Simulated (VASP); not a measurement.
Pd: relaxation of cell and atoms with LDA

Pd:

```xyz
1
Lattice="0.0000 1.9226 1.9226 1.9226 0.0000 1.9226 1.9226 1.9226 0.0000" Properties=species:S:1:pos:R:3 pbc="T T T"
Pd    0.0000    0.0000    0.0000
```

```yaml
Program: VASP 6.6.1
Task: relaxation of cell and atoms
Functional: LDA
Potentials_or_basis: VASP PAW LDA potentials, release 64 (Pd)
Cutoff: 600 eV
k_mesh: 16 × 16 × 16
Occupations: gaussian, width 0.1 eV
Spin: no spin polarisation
Dipole_correction: no
Further_INCAR_settings: ALGO = Fast; EDIFF = 1e-06; IBRION = 2; EDIFFG = -0.002; NSW = 100; ISIF = 3
```

```
Relaxed volume                         : 14.17 Å³/atom
Relaxed cell                           : a = 2.716 Å, b = 2.716 Å, c = 2.716 Å, α = 60.00°, β = 60.00°, γ = 60.00°
Space group after relaxing (to 0.05 Å) : Fm-3m (No. 225)
Energy gained by relaxing              : 0.1 meV/atom
Ionic steps                            : 3
Pressure after relaxing                : 0.0 GPa
Band gap on the k mesh                 : zero (band 5 reaches 10.63 eV, above the bottom of band 6 at 8.92 eV)
```

Final structure:
```cif
data_structure
_symmetry_space_group_name_H-M 'P 1'
_symmetry_Int_Tables_number 1
_cell_length_a 2.7164
_cell_length_b 2.7164
_cell_length_c 2.7164
_cell_angle_alpha 60.000
_cell_angle_beta 60.000
_cell_angle_gamma 60.000
_cell_volume 14.17
loop_
_atom_site_label
_atom_site_type_symbol
_atom_site_fract_x
_atom_site_fract_y
_atom_site_fract_z
_atom_site_occupancy
Pd1 Pd 0.00000 0.00000 0.00000 1
```

Levels at points of the mesh, in eV from the Fermi level:
```tsv
k point	band 1	band 2	band 3	band 4	band 5	band 6	band 7	band 8	band 9
(0.00, 0.00, 0.00)	-7.58	-3.08	-3.08	-3.08	-1.33	-1.33	17.11	22.05	22.05
(0.50, 0.00, 0.00)	-5.70	-3.13	-3.13	-0.03	-0.03	0.82	7.55	16.49	21.27
(0.50, 0.50, 0.00)	-5.81	-5.51	-0.05	0.30	0.30	3.22	11.11	13.25	13.25
```

It took 13 s on 1 thread of Intel(R) Xeon(R) 6975P-C (Granite Rapids) (shared host), peak memory 0.15 GiB.
